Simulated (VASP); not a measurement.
Here is a VASP 6.6.1 calculation.

Contents of INCAR:

```
SYSTEM = PBr
ALGO = Normal
EDIFF = 1E-6
ENCUT = 520
ISIF = 2
ISMEAR = -1
LASPH = .True.
LCHARG = .False.
LREAL = .False.
LWAVE = .False.
NBANDS = 20
NELM = 60
PREC = Accurate
SIGMA = 0.05
```

File KPOINTS:

```
k-points
0
Gamma
  4 3 3
  0 0 0
```

Contents of POSCAR:

```
PBr
1.0
    4.9385630000      0.0000000000      0.0000000000
   -2.0623900000      5.1944970000      0.0000000000
   -0.6967810000     -0.6537650000      6.2332560000
Br P
2 2
Direct
    0.6657980000      0.8550130000      0.2427560000
    0.3342020000      0.1449870000      0.7572440000
    0.6407200000      0.4997570000      0.6318710000
    0.3592800000      0.5002430000      0.3681290000
```

Potentials or basis: VASP PAW LDA potentials, release 64 (Br, P).

The run is started by

```sh
$ cat potpaw_LDA.64/Br/POTCAR potpaw_LDA.64/P/POTCAR > POTCAR
$ mpirun -np 1 vasp_std > vasp.out
```

**Question.** Predict the largest force.

**Answer.** 0.334 eV/Å.

**Question.** Predict the pressure.

**Answer.** -1.7 GPa.

**Question.** Predict the band gap on the k mesh.

**Answer.** 1.56 eV, direct.

Stress tensor (GPa, compression positive):
```
-1.34 -0.36  0.04
-0.36 -2.03  0.53
 0.04  0.53 -1.69
```

A k mesh can miss the band edges. As with any semilocal functional, this LDA gap is likely too small.
